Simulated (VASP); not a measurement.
Here is a VASP 6.6.1 calculation.

Contents of POSCAR:

```
V
1.0
    2.6305763669      0.0000000000      0.0000000000
   -1.3152881835      2.2781459603      0.0000000000
    0.0000000000      0.0000000000      9.1208906652
V
4
Direct
    0.0000000000      0.0000000000      0.0000000000
    0.0000000000      0.0000000000      0.5000000000
    0.3333333333      0.6666666667      0.7500000000
    0.6666666667      0.3333333333      0.2500000000
```

The input INCAR.step1:

```
SYSTEM = V
PREC = Accurate ; ENCUT = 520
ISMEAR = 0 ; SIGMA = 0.1
LREAL = .False. ; LASPH = .True.
NELM = 80 ; NBANDS = 34
GGA = PE ; ALGO = Normal
EDIFF = 1E-4 ; LWAVE = .True.
LCHARG = .False.
```

Contents of INCAR.step2:

```
SYSTEM = V
PREC = Accurate ; ENCUT = 520
EDIFF = 1E-6 ; ISMEAR = 0
SIGMA = 0.1 ; LREAL = .False.
LASPH = .True. ; NELM = 80
ALGO = Normal ; ISIF = 2
LWAVE = .False. ; LCHARG = .True.
METAGGA = R2SCAN ; LMIXTAU = .True.
LELF = .True. ; LVHAR = .True.
NBANDS = 34 ; ISTART = 1
```

The input KPOINTS:

```
Automatic mesh
0
Gamma
  21 21 6
  0 0 0
```

Potentials or basis: VASP PAW PBE potentials, release 64 (V_sv).

Run with:

```console
$ cat potpaw_PBE.64/V_sv/POTCAR > POTCAR
$ cp INCAR.step1 INCAR
$ mpirun -np 1 vasp_std > vasp.out
$ cp INCAR.step2 INCAR
$ mpirun -np 1 vasp_std > vasp.out
```

Task: What does it give for the pressure?

Result: 0.6 GPa.

Task: Predict the band gap on the k mesh.

Result: Zero (bands 26 and 27 overlap by 1.01 eV).

Stress tensor (GPa, compression positive):
```
0.64 0.00 0.00
0.00 0.64 0.00
0.00 0.00 0.56
```

Caveat: the PAW data sets were made with another functional, which shifts forces and pressure a little.
